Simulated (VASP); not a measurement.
Input of a VASP 6.6.1 run:

The input INCAR:

```
SYSTEM = K
ALGO = Fast ; EDIFF = 1E-6
ENCUT = 520 ; GGA = PE
ISIF = 2 ; ISMEAR = 0
LASPH = .True. ; LCHARG = .False.
LREAL = .False. ; LWAVE = .False.
NBANDS = 10 ; NELM = 80
PREC = Accurate ; SIGMA = 0.15
```

KPOINTS

```
k-points
0
Gamma
  14 14 14
  0 0 0
```

File POSCAR:

```
K
1.0
   -2.6572700000      2.6572700000      2.6180000000
    2.6572700000     -2.6572700000      2.6180000000
    2.6572700000      2.6572700000     -2.6180000000
K
1
Direct
    0.0000000000      0.0000000000      0.0000000000
```

Potentials or basis: VASP PAW PBE potentials, release 64 (K_sv).

The run is started by

```sh
$ cat potpaw_PBE.64/K_sv/POTCAR > POTCAR
$ mpirun -np 1 vasp_std > vasp.out
```

(1) What does it give for the band gap on the k mesh?

(2) Estimate the pressure.

## Answers

(1) zero (an odd number of electrons rules out a gap without spin polarisation).

(2) 0.0 GPa.

Caveat: the cell differs from its parent crystal (strain +0.015 along x and y, +0.000 along z).
